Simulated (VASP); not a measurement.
## Al3O2: single point with PBE

The system is Al3O2.

```
Al O
1.0
     2.57038    1.48401    2.93667
    -2.57038    1.48401    2.93667
     0.00000   -2.96802    2.93667
Al O
3 2
Direct
  0.00000 0.00000 0.50000
  0.50000 0.00000 0.00000
  0.00000 0.50000 0.00000
  0.68542 0.68542 0.68542
  0.31458 0.31458 0.31458
```

The cell was generated, and may not be a known phase.

* Program: VASP 6.6.1
* Task: single point
* Functional: PBE
* Potentials or basis: VASP PAW PBE potentials, release 64 (Al, O)
* Cutoff: 520 eV
* k mesh: 6 × 6 × 6
* Occupations: gaussian, width 0.1 eV
* Spin: no spin polarisation
* Dipole correction: no
* Further INCAR settings: ALGO = Normal; EDIFF = 1e-06; NBANDS = 18

```yaml
Pressure: 3.4 GPa
Largest_force: 1.417 eV/Å
Band_gap_on_the_k_mesh: zero (an odd number of electrons rules out a gap without spin polarisation)
```

Forces in eV/Å, atoms in the order of the input:
```
Al   0.000  0.000  0.000
Al   0.000  0.000  0.000
Al   0.000  0.000  0.000
O    0.000  0.000  1.417
O    0.000  0.000 -1.417
```

Stress tensor (GPa, compression positive):
```
 8.40  0.00  0.00
 0.00  8.40  0.00
 0.00  0.00 -6.71
```

Levels at points of the mesh, in eV from the Fermi level:
```
           k point  band 6  band 7  band 8  band 9  band 10  band 11  band 12  band 13  band 14  band 15
(0.00, 0.00, 0.00)   -5.57   -4.88   -4.77   -4.77    -0.76    -0.76     1.29     2.66     2.66     4.15
(0.50, 0.00, 0.00)   -5.93   -5.65   -4.92   -2.25    -1.86    -0.29     1.53     1.54     3.87     5.49
(0.50, 0.50, 0.00)   -5.48   -4.97   -4.57   -2.76    -1.64     0.55     1.03     2.16     4.06     4.95
(0.50, 0.50, 0.50)   -6.38   -5.92   -5.92   -2.44    -0.03     1.00     1.00     2.19     2.19     4.79
```

It took 51 s on 1 thread of Intel Xeon 8259CL, on a shared host, peak memory 0.18 GiB.

Caveat: the stress differs along the axes, from -7 to 8 GPa; an odd number of electrons without spin polarisation forces a metal; a magnetic or distorted state may lie lower.
